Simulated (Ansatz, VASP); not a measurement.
LiCl: VASP beside Ansatz

Contents of INCAR:

```
SYSTEM = LiCl
ALGO     = Normal         ! electronic algorithm
EDIFF    = 1E-6           ! SCF threshold, eV
ENCUT    = 520            ! plane-wave cutoff, eV
GGA      = PE             ! functional
ISIF     = 2              ! what is computed and relaxed
ISMEAR   = 0              ! smearing method
LASPH    = .True.         ! aspherical terms in the spheres
LCHARG   = .False.        ! write CHGCAR
LREAL    = .False.        ! projectors in reciprocal space
LWAVE    = .False.        ! write WAVECAR
NBANDS   = 12             ! bands
NELM     = 60             ! most SCF steps
PREC     = Accurate       ! precision mode
SIGMA    = 0.05           ! smearing width, eV
```

File KPOINTS:

```
k-points
0
Gamma
  8 8 8
  0 0 0
```

The input POSCAR:

```
LiCl
1.0
    0.0128238000      2.5647600000      2.5647600000
    2.5775838000      0.0000000000      2.5775838000
    2.5647600000      2.5647600000      0.0128238000
Li Cl
1 1
Direct
    0.0000000000      0.0000000000      0.0000000000
    0.5000000000      0.5000000000      0.5000000000
```

Input for Ansatz:

```yaml
crystal:
  lattice:
    - [0.0128238, 2.56476, 2.56476]
    - [2.5775838, 0.0, 2.5775838]
    - [2.56476, 2.56476, 0.0128238]
  atoms:
    - { symbol: Li, position: [0.0, 0.0, 0.0] }
    - { symbol: Cl, position: [0.5, 0.5, 0.5] }
basis:
  ecutwfc: 420
kpoints:
  mp_grid: { grid: [8, 8, 8] }
hamiltonian:
  xc: pbe
scf:
  occupations: { method: gaussian, width: 0.05 }
output:
  forces: true
  stress: true
  eigenvalues: true
  write_density: true
  write_potential: true
  elf: true
  volumetric_format: npy
```

Change from the starting cell: strain +0.0100 x Voigt [0, 0, 0, 0, 1, 0], atoms carried along.

Alike in both runs: task single point; functional PBE; k mesh 8 × 8 × 8; occupations gaussian, width 0.05 eV; no spin polarisation.

```csv
,VASP,Ansatz
version,VASP 6.6.1,Ansatz 0.2.0
potentials or method,"VASP PAW PBE potentials, release 64 (Li_sv, Cl), cutoff 520 eV","scalar-relativistic, plane waves, PAW"
valence electrons in the cell,10,10
```

```csv
,VASP,Ansatz,Ansatz less VASP
gap on the k mesh at the Fermi level (eV),6.31,6.30,-0.012
least direct gap on the mesh (eV),6.31,6.30,-0.012
```

With one functional, cell and mesh, what is left measures potentials, basis and numerics.

Noted on VASP's run: the cutoff is short for stress, so the pressure is rough.
